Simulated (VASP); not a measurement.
# KMgF3 (Pm-3m) in VASP: further runs

KMgF3 is run at these levels: PBE; tasks: single point.

All numbers are computed with VASP 6.6.1; they aren't measurements. Logs are shortened: lines on timing, memory, paths and dates and some standing lists are left out, and cuts for length are marked.

### Step 1. The cell of the first run

The structure is cubic, space group Pm-3m (No. 221). The conventional cell has a = 4.054 Å, b = 4.054 Å, c = 4.054 Å, α = 90.00°, β = 90.00°, γ = 90.00°. K (site symmetry m-3m) has 12 F at 2.87 Å and 8 Mg at 3.51 Å within 3.8 Å. Within 2.7 Å of Mg (site symmetry m-3m) lie 6 F at 2.03 Å. F (site symmetry 4/mmm) has 2 Mg at 2.03 Å within 2.7 Å.

### Step 2. Single point, PBE

Input file INCAR:

```
ALGO = Normal ; EDIFF = 1E-7
ENCUT = 520 ; GGA = PE
ISIF = 2 ; ISMEAR = 0
LASPH = True ; LCHARG = False
LREAL = Auto ; LWAVE = False
NBANDS = 80 ; NELM = 100
PREC = Accurate ; SIGMA = 0.02
```

Input file KPOINTS:

```
Automatic mesh
0
Gamma
  2 2 2
  0.5 0.5 0.5
```

Input file POSCAR:

```
KMgF3
1.0
   -4.0538824298      4.0538824298      4.0538824298
    4.0538824298     -4.0538824298      4.0538824298
    4.0538824298      4.0538824298     -4.0538824298
K Mg F
4 4 12
Direct
    0.5000000000      0.5000000000      0.5000000000
    0.0000000000      0.0000000000      0.5000000000
    0.0000000000      0.5000000000      0.0000000000
    0.5000000000      0.0000000000      0.0000000000
    0.5000000000      0.5000000000      0.0000000000
    0.0000000000      0.0000000000      0.0000000000
    0.0000000000      0.5000000000      0.5000000000
    0.5000000000      0.0000000000      0.5000000000
    0.2500000000      0.0000000000      0.2500000000
    0.7500000000      0.5000000000      0.2500000000
    0.7500000000      0.0000000000      0.7500000000
    0.2500000000      0.5000000000      0.7500000000
    0.7500000000      0.2500000000      0.5000000000
    0.2500000000      0.7500000000      0.5000000000
    0.2500000000      0.2500000000      0.0000000000
    0.7500000000      0.7500000000      0.0000000000
    0.0000000000      0.2500000000      0.2500000000
    0.5000000000      0.7500000000      0.2500000000
    0.5000000000      0.2500000000      0.7500000000
    0.0000000000      0.7500000000      0.7500000000
```

Potentials or basis: VASP PAW PBE potentials, release 64 (K_sv, Mg, F).

Run with:

```bash
cat potpaw_PBE.64/K_sv/POTCAR potpaw_PBE.64/Mg/POTCAR potpaw_PBE.64/F/POTCAR > POTCAR
mpirun -np 1 vasp_std > vasp.out
```

OUTCAR:

```text
EDIFF = 1E-7
   ENCUT = 520
   GGA = PE
   ISIF = 2
   ISMEAR = 0
   LASPH = True
   LREAL = Auto
   NELM = 100
   PREC = Accurate

 ion  position               nearest neighbor table
   1  0.500  0.500  0.500-   5 3.51   6 3.51   7 3.51   8 3.51   5 3.51   8 3.51   7 3.51   6 3.51

   2  0.000  0.000  0.500-   5 3.51   6 3.51   7 3.51   8 3.51   6 3.51   7 3.51   8 3.51   5 3.51

   3  0.000  0.500  0.000-   5 3.51   6 3.51   7 3.51   8 3.51   7 3.51   6 3.51   5 3.51   8 3.51

   4  0.500  0.000  0.000-   5 3.51   6 3.51   7 3.51   8 3.51   8 3.51   5 3.51   6 3.51   7 3.51

   5  0.500  0.500  0.000-  10 2.03  12 2.03  15 2.03  16 2.03  18 2.03  19 2.03   3 3.51   4 3.51
                             1 3.51   2 3.51   1 3.51   4 3.51   3 3.51   2 3.51
   6  0.000  0.000  0.000-   9 2.03  11 2.03  15 2.03  16 2.03  17 2.03  20 2.03   3 3.51   4 3.51
                             1 3.51   2 3.51   2 3.51   3 3.51   4 3.51   1 3.51
   7  0.000  0.500  0.500-  10 2.03  12 2.03  13 2.03  14 2.03  17 2.03  20 2.03   3 3.51   4 3.51
                             1 3.51   2 3.51   3 3.51   2 3.51   1 3.51   4 3.51
   8  0.500  0.000  0.500-   9 2.03  11 2.03  13 2.03  14 2.03  18 2.03  19 2.03   3 3.51   4 3.51
                             1 3.51   2 3.51   4 3.51   1 3.51   2 3.51   3 3.51
   9  0.250  0.000  0.250-   6 2.03   8 2.03
  10  0.750  0.500  0.250-   5 2.03   7 2.03
  11  0.750  0.000  0.750-   6 2.03   8 2.03
  12  0.250  0.500  0.750-   5 2.03   7 2.03
  13  0.750  0.250  0.500-   7 2.03   8 2.03
  14  0.250  0.750  0.500-   7 2.03   8 2.03
  15  0.250  0.250  0.000-   5 2.03   6 2.03
  16  0.750  0.750  0.000-   5 2.03   6 2.03
  17  0.000  0.250  0.250-   6 2.03   7 2.03
  18  0.500  0.750  0.250-   5 2.03   8 2.03
  19  0.500  0.250  0.750-   5 2.03   8 2.03
  20  0.000  0.750  0.750-   6 2.03   7 2.03

  LATTYP: Found a body centered cubic cell.
 ALAT       =     8.1077648596

  Lattice vectors:

 A1 = (  -4.0538824298,   4.0538824298,   4.0538824298)
 A2 = (   4.0538824298,  -4.0538824298,   4.0538824298)
 A3 = (   4.0538824298,   4.0538824298,  -4.0538824298)

Analysis of symmetry for initial positions (statically):
=====================================================================
 Subroutine PRICEL returns following result:

  LATTYP: Found a simple cubic cell.
 ALAT       =     4.0538824298

  Lattice vectors:

 A1 = (   0.0000000000,   4.0538824298,   0.0000000000)
 A2 = (   4.0538824298,   0.0000000000,   0.0000000000)
 A3 = (   0.0000000000,   0.0000000000,  -4.0538824298)

   4 primitive cells build up your supercell.

 Routine SETGRP: Setting up the symmetry group for a
 body centered cubic supercell.

 Subroutine GETGRP returns: Found 48 space group operations
 (whereof 48 operations were pure point group operations)
 out of a pool of 48 trial point group operations.

The static configuration has the point symmetry O_h .

Analysis of symmetry for dynamics (positions and initial velocities):
=====================================================================
 Subroutine PRICEL returns following result:

  LATTYP: Found a simple cubic cell.
 ALAT       =     4.0538824298

  Lattice vectors:

 A1 = (   0.0000000000,   4.0538824298,   0.0000000000)
 A2 = (   4.0538824298,   0.0000000000,   0.0000000000)
 A3 = (   0.0000000000,   0.0000000000,  -4.0538824298)

   4 primitive cells build up your supercell.

 Routine SETGRP: Setting up the symmetry group for a
 body centered cubic supercell.

 Subroutine GETGRP returns: Found 48 space group operations
 (whereof 48 operations were pure point group operations)
 out of a pool of 48 trial point group operations.

The dynamic configuration has the point symmetry O_h .

 Subroutine INISYM returns: Found 48 space group operations
 (whereof 48 operations are pure point group operations),
 and found     4 'primitive' translations

----------------------------------------------------------------------------------------

                                     Primitive cell

  volume of cell :      66.6214

  direct lattice vectors                    reciprocal lattice vectors
     0.000000000  4.053882430  0.000000000     0.000000000  0.246677109  0.000000000
     4.053882430  0.000000000  0.000000000     0.246677109  0.000000000  0.000000000
     0.000000000  0.000000000 -4.053882430     0.000000000  0.000000000 -0.246677109

  length of vectors
     4.053882430  4.053882430  4.053882430     0.246677109  0.246677109  0.246677109

  position of ions in fractional coordinates (direct lattice)
     0.500000000  0.500000000  0.500000000
     0.000000000  0.000000000  0.000000000
     0.500000000  0.000000000  0.000000000
     0.000000000  0.000000000  0.500000000
     0.000000000  0.500000000  0.000000000

  ion indices of the primitive-cell ions
   primitive index   ion index
                 1           1
                 2           5
                 3          12
                 4          13
                 5          18

----------------------------------------------------------------------------------------

 KPOINTS: Automatic mesh

Automatic generation of k-mesh.
 Grid dimensions read from file:
 generate k-points for:    2    2    2

 Generating k-lattice:

  Cartesian coordinates                     Fractional coordinates (reciprocal lattice)
     0.000000000  0.061669277  0.061669277     0.500000000  0.000000000  0.000000000
     0.061669277  0.000000000  0.061669277     0.000000000  0.500000000  0.000000000
     0.061669277  0.061669277  0.000000000     0.000000000  0.000000000  0.500000000

  Length of vectors
     0.087213528  0.087213528  0.087213528

  Shift w.r.t. Gamma in fractional coordinates (k-lattice)
     0.500000000  0.500000000  0.500000000

 Subroutine IBZKPT returns following result:
 ===========================================

 Found      2 irreducible k-points:

 Following reciprocal coordinates:
            Coordinates               Weight
  0.250000  0.250000  0.250000      2.000000
 -0.250000  0.250000  0.250000      6.000000
   k-points           NKPTS =      2   k-points in BZ     NKDIM =      2   number of bands    NBANDS=     80
   number of dos      NEDOS =    301   number of ions     NIONS =     20
   total plane-waves  NPLWV = 157464
   dimension x,y,z NGX =    54 NGY =   54 NGZ =   54
   dimension x,y,z NGXF=   108 NGYF=  108 NGZF=  108
   ions per type =               4   4  12
   NGX,Y,Z   is equivalent  to a cutoff of  12.79, 12.79, 12.79 a.u.
   NGXF,Y,Z  is equivalent  to a cutoff of  25.57, 25.57, 25.57 a.u.
 SYSTEM =  unknown system
   PREC   = accura    normal or accurate (medium, high low for compatibility)
   ISTART =      0    job   : 0-new  1-cont  2-samecut
   ICHARG =      2    charge: 1-file 2-atom 10-const
   ISPIN  =      1    spin polarized calculation?
   LNONCOLLINEAR =      F non collinear calculations
   LSORBIT =      F    spin-orbit coupling
   LASPH  =      T    aspherical Exc in radial PAW
   ENCUT  =  520.0 eV  38.22 Ry    6.18 a.u.  13.06 13.06 13.06*2*pi/ulx,y,z
   NELM   =    100;   NELMIN=  2; NELMDL= -5     # of ELM steps
   EDIFF  = 0.1E-06   stopping-criterion for ELM
   LREAL  =      T    real-space projection
   EDIFFG = 0.1E-05   stopping-criterion for IOM
   NSW    =      0    number of steps for IOM
   IBRION =     -1    ionic relax: 0-MD 1-quasi-New 2-CG
   NFREE  =      0    steps in history (QN), initial steepest desc. (CG)
   ISIF   =      2    stress and relaxation
   ISYM   =      2    0-nonsym 1-usesym 2-fastsym
   POTIM  = 0.5000    time-step for ionic-motion
   TEBEG  =    0.0;   TEEND  =   0.0 temperature during run
   PSTRESS=    0.0 pullay stress
   NELECT =     128.0000    total number of electrons
   NUPDOWN=      -1.0000    fix difference up-down
   EMIN   =  10.00;   EMAX   =-10.00  energy-range for DOS
   EFERMI =   0.00;   METHOD = LEGACY
   ISMEAR =     0;   SIGMA  =   0.02  broadening in eV -4-tet -1-fermi 0-gaus
   EFERMI_NEDOS =   21; number of points for ismear=-14 and -15
   IALGO  =     38    algorithm
   IMIX   =      4    mixing-type and parameters
     AMIX     =   0.40;   BMIX     =  1.00
     AMIX_MAG =   1.60;   BMIX_MAG =  1.00
  volume/ion in A,a.u.               =      13.32        89.92
  Fermi-wavevector in a.u.,A,eV,Ry     =   1.282095  2.422809 22.364830  1.643769
  Thomas-Fermi vector in A             =   2.414427
   LORBIT       =      0    0 simple, 1 ext, 2 COOP (PROOUT), +10 PAW based schemes
   GGA     = PE    functional components
   LHFCALC =     F    Hartree Fock is set to
   AEXX    =    0.0000 exact exchange contribution
   IVDW    =     0    specifies the selected vdW correction
   LEPSILON=     F    determine dielectric tensor
   LRPA    =     F    only Hartree local field effects (RPA)
 non-spin polarized calculation
 Gauss-broadening in eV      SIGMA  =   0.02
  energy-cutoff  :      520.00
  volume of cell :      266.49
 maximum number of plane-waves:      7227
 NGX is ok and might be reduce to    54
   NGX = 27   NGY = 27   NGZ = 27

 number of electron     128.0000014 magnetization

 Free energy of the ion-electron system (eV)
  ---------------------------------------------------
  ext. energy  EPLUGINS =         0.00000000
  ---------------------------------------------------
  free energy    TOTEN  =       -97.80974151 eV

  energy without entropy =      -97.80974151  energy(sigma->0) =      -97.80974151

 E-fermi :  -1.6758     XC(G=0):  -9.4346

 val. band max:       -1.8586149267   @ k =  -0.2500   0.2500   0.2500
 cond. band min:       6.0665914505   @ k =  -0.2500   0.2500   0.2500
 fundamental gap:      7.9252063772
 Fermi energy:        -1.6758238736

 k-point     1 :       0.2500    0.2500    0.2500
  band No.  band energies     occupation
      1     -27.5817      2.00000
      2     -27.5817      2.00000
      3     -27.5817      2.00000
      4     -27.5817      2.00000
      5     -21.6510      2.00000
      6     -21.6510      2.00000
[... 68 lines left out ...]
     75       9.3512      0.00000
     76       9.3512      0.00000

 k-point     2 :      -0.2500    0.2500    0.2500
  band No.  band energies     occupation
      1     -27.5986      2.00000
      2     -27.5804      2.00000
      3     -27.5804      2.00000
      4     -27.5673      2.00000
      5     -21.7766      2.00000
      6     -21.6135      2.00000
[... 68 lines left out ...]
     75       9.6458      0.00000
     76       9.6458      0.00000
 [bands above 76 left out]

------------------------ aborting loop because EDIFF is reached ----------------------------------------

  FORCE on cell =-STRESS in cart. coord.  units (eV):
  Direction    XX          YY          ZZ          XY          YZ          ZX
  --------------------------------------------------------------------------------------
  -------------------------------------------------------------------------------------
  Total       -0.5705800     -0.5705800     -0.5705800      0.0000000      0.0000000     -0.0000000
  in kB       -3.4304707     -3.4304707     -3.4304707      0.0000000      0.0000000     -0.0000000
  external PRESSURE =      -3.4304707 kB  Pullay stress =       0.0000000 kB

 VOLUME and BASIS-vectors are now :
 -----------------------------------------------------------------------------
  energy-cutoff  :      520.00
  volume of cell :      266.49
      direct lattice vectors                 reciprocal lattice vectors
    -4.053882430  4.053882430  4.053882430     0.000000000  0.123338555  0.123338555
     4.053882430 -4.053882430  4.053882430     0.123338555  0.000000000  0.123338555
     4.053882430  4.053882430 -4.053882430     0.123338555  0.123338555  0.000000000

 POSITION                                       TOTAL-FORCE (eV/Angst)
 -----------------------------------------------------------------------------------
      2.02694      2.02694      2.02694        -0.000000      0.000000     -0.000000
      2.02694      2.02694     -2.02694         0.000000     -0.000000      0.000000
      2.02694     -2.02694      2.02694        -0.000000      0.000000      0.000000
     -2.02694      2.02694      2.02694         0.000000      0.000000      0.000000
      0.00000      0.00000      4.05388        -0.000000      0.000000     -0.000000
      0.00000      0.00000      0.00000        -0.000000     -0.000000      0.000000
[... 12 lines left out ...]
      2.02694      4.05388      0.00000         0.000000     -0.000000      0.000000
      6.08082      0.00000      0.00000        -0.000000      0.000000      0.000000
 -----------------------------------------------------------------------------------
    total drift:                               -0.000000     -0.000000      0.000000

  FREE ENERGIE OF THE ION-ELECTRON SYSTEM (eV)
  ---------------------------------------------------
  free  energy   TOTEN  =       -97.8097415095 eV

  energy  without entropy=      -97.8097415095  energy(sigma->0) =      -97.80974151
```

Wall time 2 min (1 thread of Intel Xeon 6975P-C (Granite Rapids), shared host); peak memory 0.39 GiB.

Results:

```yaml
Free_energy: -97.8097 eV
Pressure: -0.3 GPa
Band_gap_on_the_k_mesh: 7.93 eV
```

Levels at points of the mesh, in eV from the valence-band top:
```tsv
k point	band 62	band 63	band 64	band 65	band 66	band 67
(0.25, 0.25, 0.25)	-0.29	-0.29	-0.29	9.25	9.25	9.25
```

Caveat: the k points lie up to 0.55 Å⁻¹ apart; a shifted mesh leaves out Γ, where band edges can lie. A k mesh can miss the band edges.

(Part 1 of 2 ends here.)
